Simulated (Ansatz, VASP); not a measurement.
## One calculation of SnO, two programs

```xyz
4
Lattice="3.7167 0.0000 0.0000 0.0000 3.7167 0.0000 0.0000 0.0000 4.8193" Properties=species:S:1:pos:R:3 pbc="T T T"
Sn    0.0000    1.8584    1.1730
Sn    1.8584    0.0000    3.6464
O     1.8584    1.8584    0.0000
O     0.0000    0.0000    0.0000
```

Change from the starting cell: epitaxial_xy strain -2.0%.

Alike in both runs: task single point; functional PBE; k mesh 6 × 6 × 6; occupations fermi-dirac, width 0.02 eV; no spin polarisation.

|  | VASP | Ansatz |
| --- | --- | --- |
| version | VASP 6.6.1 | Ansatz 0.2.0 |
| potentials or method | VASP PAW PBE potentials, release 64 (Sn_d, O) | plane waves, PAW |
| plane-wave cutoff (eV) | 520 | 420 |
| valence electrons in the cell | 40 | 40 |

```tsv
	VASP	Ansatz	Ansatz less VASP
pressure (GPa)	8.6	8.3	-0.30
traceless stress, the component that is largest in VASP (GPa)	-3.10	-3.14	-0.039
rms of the force components (eV/Å)	0.249	0.211	-0.0387
```

Atom by atom the forces differ by 0.039 eV/Å (rms over components). The functional is the same, so the differences come from potentials, cutoffs and numerics.
